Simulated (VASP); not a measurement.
# SiC3 (P-4m2) in VASP: further runs, part 2 of 2

VASP 6.6.1. Earlier steps stand in the parts before.

## (4) Single point, PBE

Contents of INCAR:

```
SYSTEM = SiC3
  PREC = Accurate
  ENCUT = 520
  EDIFF = 1E-6
  ISMEAR = 0
  SIGMA = 0.02
  LREAL = .False.
  LASPH = .True.
  NELM = 60
  ALGO = Normal
  ISIF = 2
  LWAVE = .False.
  LCHARG = .False.
  GGA = PE
  NBANDS = 16
```

Contents of KPOINTS:

```
regular mesh
0
Gamma
  10 10 8
  0 0 0
```

Contents of POSCAR:

```
SiC3
1.0
    2.8025631107      0.0000000000      0.0000000000
    0.0000000000      2.8025631107      0.0000000000
    0.0000000000      0.0000000000      4.1122874905
Si C
1 3
Direct
    0.0000000000      0.0000000000      0.5000000000
    0.5000000000      0.5000000000      0.0000000000
    0.5000000000      0.0000000000      0.7880850189
    0.0000000000      0.5000000000      0.2119149811
```

Potentials or basis: VASP PAW PBE potentials, release 64 (Si, C).

Command:

```sh
$ cat potpaw_PBE.64/Si/POTCAR potpaw_PBE.64/C/POTCAR > POTCAR
$ mpirun -np 1 vasp_std > vasp.out
```

OUTCAR:

```text
SYSTEM = SiC3
   PREC = Accurate
   ENCUT = 520
   EDIFF = 1E-6
   ISMEAR = 0
   LREAL = .False.
   LASPH = .True.
   NELM = 60
   ISIF = 2
   GGA = PE

 ion  position               nearest neighbor table
   1  0.000  0.000  0.500-   3 1.83   4 1.83   4 1.83   3 1.83
   2  0.500  0.500  0.000-   3 1.65   4 1.65   3 1.65   4 1.65
   3  0.500  0.000  0.788-   2 1.65   2 1.65   1 1.83   1 1.83
   4  0.000  0.500  0.212-   2 1.65   2 1.65   1 1.83   1 1.83

  LATTYP: Found a simple tetragonal cell.
 ALAT       =     2.8025631107
 C/A-ratio  =     1.4673309139

  Lattice vectors:

 A1 = (   2.8025631107,   0.0000000000,   0.0000000000)
 A2 = (   0.0000000000,   2.8025631107,   0.0000000000)
 A3 = (   0.0000000000,   0.0000000000,   4.1122874905)

Analysis of symmetry for initial positions (statically):
=====================================================================
 Subroutine PRICEL returns:
 Original cell was already a primitive cell.

 Routine SETGRP: Setting up the symmetry group for a
 simple tetragonal supercell.

 Subroutine GETGRP returns: Found  8 space group operations
 (whereof  8 operations were pure point group operations)
 out of a pool of 16 trial point group operations.

The static configuration has the point symmetry D_2d.

Analysis of symmetry for dynamics (positions and initial velocities):
=====================================================================
 Subroutine PRICEL returns:
 Original cell was already a primitive cell.

 Routine SETGRP: Setting up the symmetry group for a
 simple tetragonal supercell.

 Subroutine GETGRP returns: Found  8 space group operations
 (whereof  8 operations were pure point group operations)
 out of a pool of 16 trial point group operations.

The dynamic configuration has the point symmetry D_2d.

 Subroutine INISYM returns: Found  8 space group operations
 (whereof  8 operations are pure point group operations),
 and found     1 'primitive' translations

----------------------------------------------------------------------------------------

                                     Primitive cell

  volume of cell :      32.2994

  direct lattice vectors                    reciprocal lattice vectors
     2.802563111  0.000000000  0.000000000     0.356816229  0.000000000  0.000000000
     0.000000000  2.802563111  0.000000000     0.000000000  0.356816229  0.000000000
     0.000000000  0.000000000  4.112287490     0.000000000  0.000000000  0.243173660

  length of vectors
     2.802563111  2.802563111  4.112287490     0.356816229  0.356816229  0.243173660

  position of ions in fractional coordinates (direct lattice)
     0.000000000  0.000000000  0.500000000
     0.500000000  0.500000000  0.000000000
     0.500000000  0.000000000  0.788085019
     0.000000000  0.500000000  0.211914981

  ion indices of the primitive-cell ions
   primitive index   ion index
                 1           1
                 2           2
                 3           3
                 4           4

----------------------------------------------------------------------------------------

 KPOINTS: regular mesh

[... 22 lines left out ...]
 Following reciprocal coordinates:
            Coordinates               Weight
  0.000000  0.000000  0.000000      1.000000
  0.100000  0.000000  0.000000      4.000000
  0.200000  0.000000  0.000000      4.000000
  0.300000  0.000000  0.000000      4.000000
  0.400000  0.000000  0.000000      4.000000
  0.500000  0.000000  0.000000      2.000000
[... 16 lines left out ...]
  0.100000  0.000000  0.125000      8.000000
  0.200000  0.000000  0.125000      8.000000
 [... further k-points ...]
   k-points           NKPTS =    105   k-points in BZ     NKDIM =    105   number of bands    NBANDS=     16
   number of dos      NEDOS =    301   number of ions     NIONS =      4
   total plane-waves  NPLWV =  18432
   dimension x,y,z NGX =    24 NGY =   24 NGZ =   32
   dimension x,y,z NGXF=    48 NGYF=   48 NGZF=   64
   ions per type =               1   3
   NGX,Y,Z   is equivalent  to a cutoff of  14.24, 14.24, 12.94 a.u.
   NGXF,Y,Z  is equivalent  to a cutoff of  28.47, 28.47, 25.87 a.u.
 SYSTEM =  SiC3
   PREC   = accura    normal or accurate (medium, high low for compatibility)
   ISTART =      0    job   : 0-new  1-cont  2-samecut
   ICHARG =      2    charge: 1-file 2-atom 10-const
   ISPIN  =      1    spin polarized calculation?
   LNONCOLLINEAR =      F non collinear calculations
   LSORBIT =      F    spin-orbit coupling
   LASPH  =      T    aspherical Exc in radial PAW
   ENCUT  =  520.0 eV  38.22 Ry    6.18 a.u.   5.21  5.21  7.65*2*pi/ulx,y,z
   NELM   =     60;   NELMIN=  2; NELMDL= -5     # of ELM steps
   EDIFF  = 0.1E-05   stopping-criterion for ELM
   LREAL  =      F    real-space projection
   EDIFFG = 0.1E-04   stopping-criterion for IOM
   NSW    =      0    number of steps for IOM
   IBRION =     -1    ionic relax: 0-MD 1-quasi-New 2-CG
   NFREE  =      0    steps in history (QN), initial steepest desc. (CG)
   ISIF   =      2    stress and relaxation
   ISYM   =      2    0-nonsym 1-usesym 2-fastsym
   POTIM  = 0.5000    time-step for ionic-motion
   TEBEG  =    0.0;   TEEND  =   0.0 temperature during run
   PSTRESS=    0.0 pullay stress
   NELECT =      16.0000    total number of electrons
   NUPDOWN=      -1.0000    fix difference up-down
   EMIN   =  10.00;   EMAX   =-10.00  energy-range for DOS
   EFERMI =   0.00;   METHOD = LEGACY
   ISMEAR =     0;   SIGMA  =   0.02  broadening in eV -4-tet -1-fermi 0-gaus
   EFERMI_NEDOS =   21; number of points for ismear=-14 and -15
   IALGO  =     38    algorithm
   IMIX   =      4    mixing-type and parameters
     AMIX     =   0.40;   BMIX     =  1.00
     AMIX_MAG =   1.60;   BMIX_MAG =  1.00
  volume/ion in A,a.u.               =       8.07        54.49
  Fermi-wavevector in a.u.,A,eV,Ry     =   1.295339  2.447836 22.829254  1.677903
  Thomas-Fermi vector in A             =   2.426865
   LORBIT       =      0    0 simple, 1 ext, 2 COOP (PROOUT), +10 PAW based schemes
   GGA     = PE    functional components
   LHFCALC =     F    Hartree Fock is set to
   AEXX    =    0.0000 exact exchange contribution
   IVDW    =     0    specifies the selected vdW correction
   LEPSILON=     F    determine dielectric tensor
   LRPA    =     F    only Hartree local field effects (RPA)
 non-spin polarized calculation
 Gauss-broadening in eV      SIGMA  =   0.02
  energy-cutoff  :      520.00
  volume of cell :       32.30
 maximum number of plane-waves:       892
 NGX is ok and might be reduce to    24
   NGX = 11   NGY = 11   NGZ = 15

 number of electron      15.9999999 magnetization

 Free energy of the ion-electron system (eV)
  ---------------------------------------------------
  ext. energy  EPLUGINS =         0.00000000
  ---------------------------------------------------
  free energy    TOTEN  =       -31.09082090 eV

  energy without entropy =      -31.09082090  energy(sigma->0) =      -31.09082090

 E-fermi :   9.4336     XC(G=0): -12.0593

 val. band max:        9.3420824736   @ k =   0.0000   0.0000   0.0000
 cond. band min:      10.7047805703   @ k =   0.4000   0.4000   0.0000
 fundamental gap:      1.3626980967
 Fermi energy:         9.4336369837

 k-point     1 :       0.0000    0.0000    0.0000
  band No.  band energies     occupation
      1      -9.3073      2.00000
      2      -2.7368      2.00000
      3      -1.4887      2.00000
      4       3.8813      2.00000
      5       3.8813      2.00000
      6       8.6482      2.00000
[... 433 lines left out ...]
      3      -0.4109      2.00000
      4       2.0710      2.00000
      5       4.3204      2.00000
      6       6.0004      2.00000
[... 8 lines left out ...]
     15      22.3818      0.00000
     16      22.4628      0.00000

 [... further k-points ...]

------------------------ aborting loop because EDIFF is reached ----------------------------------------

  FORCE on cell =-STRESS in cart. coord.  units (eV):
  Direction    XX          YY          ZZ          XY          YZ          ZX
  --------------------------------------------------------------------------------------
  -------------------------------------------------------------------------------------
  Total        0.0102677      0.0102677     -0.0121611      0.0000000     -0.0000000      0.0000000
  in kB        0.5093210      0.5093210     -0.6032374      0.0000000     -0.0000000      0.0000000
  external PRESSURE =       0.1384682 kB  Pullay stress =       0.0000000 kB

 VOLUME and BASIS-vectors are now :
 -----------------------------------------------------------------------------
  energy-cutoff  :      520.00
  volume of cell :       32.30
      direct lattice vectors                 reciprocal lattice vectors
     2.802563111  0.000000000  0.000000000     0.356816229  0.000000000  0.000000000
     0.000000000  2.802563111  0.000000000     0.000000000  0.356816229  0.000000000
     0.000000000  0.000000000  4.112287490     0.000000000  0.000000000  0.243173660

 POSITION                                       TOTAL-FORCE (eV/Angst)
 -----------------------------------------------------------------------------------
      0.00000      0.00000      2.05614         0.000000     -0.000000      0.000000
      1.40128      1.40128      0.00000         0.000000      0.000000      0.000000
      1.40128      0.00000      3.24083         0.000000     -0.000000     -0.017743
      0.00000      1.40128      0.87146        -0.000000     -0.000000      0.017743
 -----------------------------------------------------------------------------------
    total drift:                                0.000000     -0.000000     -0.000000

  FREE ENERGIE OF THE ION-ELECTRON SYSTEM (eV)
  ---------------------------------------------------
  free  energy   TOTEN  =       -31.0908208998 eV

  energy  without entropy=      -31.0908208998  energy(sigma->0) =      -31.09082090
```

stdout:

```text
POSCAR found type information on POSCAR SiC
 POSCAR found :  2 types and       4 ions
 scaLAPACK will be used
 LDA part: xc-table for (Slater+PW92), standard interpolation
 POSCAR, INCAR and KPOINTS ok, starting setup
 FFT: planning ... GRIDC
 FFT: planning ... GRID_SOFT
 FFT: planning ... GRID
 WAVECAR not read
 entering main loop
```

Run time: 36 s. Hardware: 1 thread of Intel Xeon 6975P-C, shared host; peak memory 0.17 GiB.

What came out:

| Item | Value |
| --- | --- |
| Free energy | -31.0908 eV |
| Pressure | 0.0 GPa |
| Largest force | 0.018 eV/Å |
| Band gap on the k mesh | 1.36 eV, indirect (least direct gap 1.79 eV) |

Forces in eV/Å, atoms in the order of the input:
```
Si   0.000  0.000  0.000
C    0.000  0.000  0.000
C    0.000  0.000 -0.018
C    0.000  0.000  0.018
```

Levels at points of the mesh, in eV from the valence-band top:
| k point | band 4 | band 5 | band 6 | band 7 | band 8 | band 9 | band 10 | band 11 | band 12 | band 13 |
| --- | --- | --- | --- | --- | --- | --- | --- | --- | --- | --- |
| (0.00, 0.00, 0.00) | -5.46 | -5.46 | -0.69 | 0.00 | 0.00 | 1.79 | 2.84 | 5.01 | 5.53 | 5.53 |
| (0.50, 0.00, 0.00) | -6.82 | -6.46 | -6.22 | -4.04 | -0.82 | 4.64 | 5.82 | 5.92 | 7.53 | 9.86 |
| (0.50, 0.50, 0.00) | -8.45 | -6.13 | -5.32 | -5.32 | -3.86 | 1.59 | 1.59 | 1.97 | 4.91 | 12.33 |
| (0.00, 0.00, 0.50) | -5.03 | -5.03 | -4.11 | -1.41 | -1.41 | 2.61 | 2.97 | 5.92 | 7.85 | 7.94 |
| (0.50, 0.00, 0.50) | -10.51 | -3.93 | -2.73 | -2.30 | -0.71 | 2.89 | 5.47 | 6.04 | 6.19 | 8.05 |
| (0.50, 0.50, 0.50) | -7.35 | -7.11 | -6.69 | -6.69 | -6.30 | 5.30 | 5.30 | 5.98 | 8.72 | 9.50 |

## (5) Relaxation of cell and atoms, PBE

This run uses another cell than the first one, of 13.41 Å³/atom, 1.658 times its volume.

Contents of INCAR:

```
  ALGO = Normal
  EDIFF = 1E-6
  EDIFFG = -0.04
  ENCUT = 600
  GGA = PE
  IBRION = 2
  ISIF = 3
  ISMEAR = 0
  LASPH = T
  LCHARG = F
  LREAL = F
  LWAVE = F
  NELM = 60
  NSW = 90
  PREC = Accurate
  SIGMA = 0.1
```

Contents of KPOINTS:

```
k-points
0
Gamma
  6 6 4
```

Contents of POSCAR:

```
SiC3
1.0
    3.3598528600      0.0000000000      0.0000000000
    0.0000000000      3.3598528600      0.0000000000
    0.0000000000      0.0000000000      4.7515494800
Si C
1 3
Direct
    0.0000000000      0.0000000000      0.5000000000
    0.5000000000      0.5000000000      0.0000000000
    0.5000000000      0.0000000000      0.7500000000
    0.0000000000      0.5000000000      0.2500000000
```

Command:

```sh
$ cat potpaw_PBE.64/Si/POTCAR potpaw_PBE.64/C/POTCAR > POTCAR
$ mpirun -np 1 vasp_std > vasp.out
```

Run time: 2.1 min. Hardware: 1 thread of Intel Xeon 6975P-C, shared host; peak memory 0.19 GiB.

Results (log left out):

```yaml
Free_energy: -31.1115 eV
Relaxed_volume: 8.07 Å³/atom
Relaxed_cell: a = 2.803 Å, b = 2.803 Å, c = 4.109 Å, α = 90.00°, β = 90.00°, γ = 90.00°
Space_group_after_relaxing_to_0.05_Å: P-4m2 (No. 115)
Energy_gained_by_relaxing: 1258.7 meV/atom
Ionic_steps: 11
Pressure_after_relaxing: 0.0 GPa
Largest_force_after_relaxing: 0.004 eV/Å
Band_gap_on_the_k_mesh: 1.60 eV, indirect (least direct gap 1.79 eV)
```

Forces on the atoms (eV/Å):
```
Si   0.000  0.000  0.000
C    0.000  0.000  0.000
C    0.000  0.000  0.004
C    0.000  0.000 -0.004
```

The path:
```tsv
step	energy change (eV)	largest force (eV/Å)	pressure (GPa)	volume (Å³)
1	0.0000	0.8928	-45.25	53.64
2	-3.9616	5.7775	46.46	29.28
3	-4.4397	4.4333	2.85	33.26
4	-4.4495	4.1001	21.16	30.14
5	-4.9386	0.4226	8.30	31.61
6	-5.0105	0.3224	-7.67	33.22
7	-5.0217	0.1404	-3.68	32.78
8	-5.0331	0.2096	0.29	32.27
9	-5.0342	0.1283	-0.65	32.39
10	-5.0347	0.0499	0.35	32.25
11	-5.0348	0.0044	0.05	32.29
```

Final structure:
```
Si C
1.0
     2.80335    0.00000    0.00000
     0.00000    2.80335    0.00000
     0.00000    0.00000    4.10912
Si C
1 3
Direct
  0.00000 0.00000 0.50000
  0.50000 0.50000 0.00000
  0.50000 0.00000 0.78790
  0.00000 0.50000 0.21209
```

Levels at points of the mesh, in eV from the valence-band top:
| k point | band 5 | band 6 | band 7 | band 8 | band 9 | band 10 | band 11 | band 12 |
| --- | --- | --- | --- | --- | --- | --- | --- | --- |
| (0.00, 0.00, 0.00) | -5.46 | -0.68 | 0.00 | 0.00 | 1.79 | 2.84 | 5.01 | 5.53 |
| (0.50, 0.00, 0.00) | -6.45 | -6.21 | -4.04 | -0.83 | 4.63 | 5.82 | 5.95 | 7.53 |
| (0.50, 0.50, 0.00) | -6.12 | -5.31 | -5.31 | -3.86 | 1.60 | 1.60 | 1.98 | 4.94 |
| (0.00, 0.00, 0.50) | -5.02 | -4.09 | -1.42 | -1.42 | 2.61 | 2.96 | 5.93 | 7.86 |
| (0.50, 0.00, 0.50) | -3.92 | -2.72 | -2.29 | -0.71 | 2.91 | 5.48 | 6.06 | 6.19 |
| (0.50, 0.50, 0.50) | -7.11 | -6.68 | -6.68 | -6.30 | 5.33 | 5.33 | 6.00 | 8.73 |

Caveat: the volume moved by over 15 % at a fixed basis, so the end points are rough.

## (6) Relaxation of cell and atoms, PBE

Contents of INCAR:

```
SYSTEM = SiC3
PREC = Accurate
ENCUT = 600
EDIFF = 1E-6
ISMEAR = 0
SIGMA = 0.02
LREAL = .FALSE.
LASPH = .TRUE.
NELM = 100
ALGO = Normal
ISIF = 3
LWAVE = .FALSE.
LCHARG = .FALSE.
GGA = PE
IBRION = 2
NSW = 100
EDIFFG = -0.01
```

Contents of KPOINTS:

```
regular mesh
0
G
  10 10 8
  0 0 0
```

Contents of POSCAR:

```
SiC3
1.0
    2.8046559987      0.0000000000      0.0000000000
    0.0000000000      2.8046559987      0.0000000000
    0.0000000000      0.0000000000      4.1121382566
Si C
1 3
Direct
    0.0000000000      0.0000000000      0.5000000000
    0.5000000000      0.5000000000      0.0000000000
    0.5000000000      0.0000000000      0.7879809563
    0.0000000000      0.5000000000      0.2120190437
```

Potentials or basis: VASP PAW PBE potentials, release 64 (Si, C).

Command:

```sh
$ cat potpaw_PBE.64/Si/POTCAR potpaw_PBE.64/C/POTCAR > POTCAR
$ mpirun -np 1 vasp_std > vasp.out
```

OUTCAR:

```text
SYSTEM = SiC3
   PREC = Accurate
   ENCUT = 600
   EDIFF = 1E-6
   ISMEAR = 0
   LREAL = .FALSE.
   LASPH = .TRUE.
   NELM = 100
   ISIF = 3
   GGA = PE
   IBRION = 2
   NSW = 100
   EDIFFG = -0.01

 ion  position               nearest neighbor table
   1  0.000  0.000  0.500-   3 1.84   4 1.84   4 1.84   3 1.84
   2  0.500  0.500  0.000-   3 1.65   4 1.65   3 1.65   4 1.65
   3  0.500  0.000  0.788-   2 1.65   2 1.65   1 1.84   1 1.84
   4  0.000  0.500  0.212-   2 1.65   2 1.65   1 1.84   1 1.84

  LATTYP: Found a simple tetragonal cell.
 ALAT       =     2.8046559987
 C/A-ratio  =     1.4661827541

  Lattice vectors:

 A1 = (   2.8046559987,   0.0000000000,   0.0000000000)
 A2 = (   0.0000000000,   2.8046559987,   0.0000000000)
 A3 = (   0.0000000000,   0.0000000000,   4.1121382566)
[... 352 lines left out ...]
      1      -9.3058      2.00000
      2      -2.7301      2.00000
      3      -1.4811      2.00000
      4       3.8858      2.00000
      5       3.8858      2.00000
      6       8.6583      2.00000
      7       9.3499      2.00000
      8       9.3499      2.00000
      9      11.1428      0.00000
     10      12.1938      0.00000
     11      14.3619      0.00000
     12      14.8809      0.00000
[... 331 lines left out ...]
 k-point    24 :       0.2000    0.0000    0.1250
  band No.  band energies     occupation
      1      -8.6149      2.00000
      2      -3.3252      2.00000
      3      -0.4036      2.00000
      4       2.0759      2.00000
      5       4.3253      2.00000
      6       6.0083      2.00000
      7       7.8116      2.00000
      8       9.0455      2.00000
      9      12.1608      0.00000
     10      14.3676      0.00000
     11      15.1391      0.00000
     12      15.4997      0.00000

 [... further k-points ...]

------------------------ aborting loop because EDIFF is reached ----------------------------------------

  FORCE on cell =-STRESS in cart. coord.  units (eV):
  Direction    XX          YY          ZZ          XY          YZ          ZX
  --------------------------------------------------------------------------------------
  -------------------------------------------------------------------------------------
  Total       -0.0017487     -0.0017487      0.0063574      0.0000000      0.0000000      0.0000000
  in kB       -0.0868083     -0.0868083      0.3155990      0.0000000      0.0000000      0.0000000
  external PRESSURE =       0.0473274 kB  Pullay stress =       0.0000000 kB
[... 19 lines left out ...]
  FREE ENERGIE OF THE ION-ELECTRON SYSTEM (eV)
  ---------------------------------------------------
  free  energy   TOTEN  =       -31.0940599634 eV

  energy  without entropy=      -31.0940599634  energy(sigma->0) =      -31.09405996

 reached required accuracy - stopping structural energy minimisation
```

Wall time 65 s (1 thread of Intel Xeon 6975P-C, shared host); peak memory 0.18 GiB.

What came out:

- Free energy: -31.0941 eV
- Relaxed volume: 8.07 Å³/atom
- Relaxed cell: a = 2.802 Å, b = 2.802 Å, c = 4.110 Å, α = 90.00°, β = 90.00°, γ = 90.00°
- Space group after relaxing (to 0.05 Å): P-4m2 (No. 115)
- Energy gained by relaxing: 0.0 meV/atom
- Ionic steps: 5
- Pressure after relaxing: 0.0 GPa
- Largest force after relaxing: 0.006 eV/Å
- Band gap on the k mesh: 1.37 eV, indirect (least direct gap 1.79 eV)

Forces on the atoms (eV/Å):
```
Si   0.000  0.000  0.000
C    0.000  0.000  0.000
C    0.000  0.000 -0.006
C    0.000  0.000  0.006
```

Step by step:
```
step  energy change (eV)  largest force (eV/Å)  pressure (GPa)  volume (Å³)
   1              0.0000                0.0089           -0.59        32.35
   2              0.0000                0.0333            0.63        32.21
   3             -0.0001                0.0120            0.01        32.28
   4             -0.0001                0.0117            0.00        32.28
   5             -0.0001                0.0062            0.00        32.27
```

Final structure:
```
CELL_PARAMETERS angstrom
2.80210 0.00000 0.00000
0.00000 2.80210 0.00000
0.00000 0.00000 4.11045
ATOMIC_POSITIONS crystal
Si 0.00000 0.00000 0.50000
C 0.50000 0.50000 0.00000
C 0.50000 0.00000 0.78805
C 0.00000 0.50000 0.21195
```

A k mesh can miss the band edges. A hybrid or GW would open this gap; PBE tends to underestimate it.

## (7) Overview

```csv
task,cell,k mesh,cutoff (eV),smearing,gap on the mesh (eV),pressure (GPa),relaxed volume (Å³/atom),largest force (eV/Å)
single point,"a = 2.805, b = 2.805, c = 4.112 Å, 4 atoms",6 × 6 × 4,520,gaussian 0.1 eV,1.60,-0.3,-,0.02
single point,"a = 3.360, b = 3.360, c = 4.752 Å, 4 atoms",6 × 6 × 4,520,gaussian 0.1 eV,0.42,-45.2,-,0.89
single point,"a = 2.803, b = 2.803, c = 4.112 Å, 4 atoms",10 × 10 × 8,520,gaussian 0.02 eV,1.36,0.0,-,0.02
relaxation of cell and atoms,"relaxed from a = 3.360, b = 3.360, c = 4.752 Å, 4 atoms",6 × 6 × 4,600,gaussian 0.1 eV,1.60,0.0,8.07,-
relaxation of cell and atoms,"relaxed from a = 2.805, b = 2.805, c = 4.112 Å, 4 atoms",10 × 10 × 8,600,gaussian 0.02 eV,1.37,0.0,8.07,0.01
```

Alike in all rows: level PBE; potentials or basis VASP PAW PBE potentials, release 64 (Si, C); no spin polarisation.

Caveats: the volume moved by over 15 % at a fixed basis, so the end points are rough (some runs).

Absolute energies hang on the potentials; compare differences alone.
